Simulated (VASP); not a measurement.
# LiCl: single point with HSE06

The system is LiCl.

```
Li Cl
1.0
     0.00000    2.73304    2.73304
     2.73304    0.00000    2.73304
     2.73304    2.73304    0.00000
Li Cl
1 1
Direct
  0.00000 0.00000 0.00000
  0.25000 0.25000 0.25000
```

```json
{"Program": "VASP 6.6.1", "Task": "single point", "Functional": "HSE06", "Potentials or basis": "VASP PAW PBE potentials, release 64 (Li_sv, Cl)", "Cutoff": "520 eV", "k mesh": "2 × 2 × 2", "Occupations": "gaussian, width 0.01 eV", "Spin": "no spin polarisation"}
```

```
Band gap on the k mesh : 7.45 eV
```

Levels at points of the mesh, in eV from the valence-band top:
```csv
k point,band 1,band 2,band 3,band 4,band 5,band 6,band 7,band 8,band 9,band 10
"(0.00, 0.00, 0.00)",-45.66,-13.85,0.00,0.00,0.00,7.45,11.74,11.74,11.74,16.24
"(0.50, 0.00, 0.00)",-45.66,-13.53,-2.12,-0.31,-0.31,9.84,11.87,11.87,12.27,17.97
"(0.50, 0.50, 0.00)",-45.66,-13.42,-1.74,-0.88,-0.88,7.99,11.11,15.23,15.67,15.67
```

Wall time 8.8 s on 1 thread of Intel(R) Xeon(R) 6975P-C (Granite Rapids), on a shared host, peak memory 0.25 GiB.

Caveat: the k points lie up to 1.00 Å⁻¹ apart, too coarse for converged energies, forces and pressures; the structure was generated, so it needn't be the stable form of LiCl.
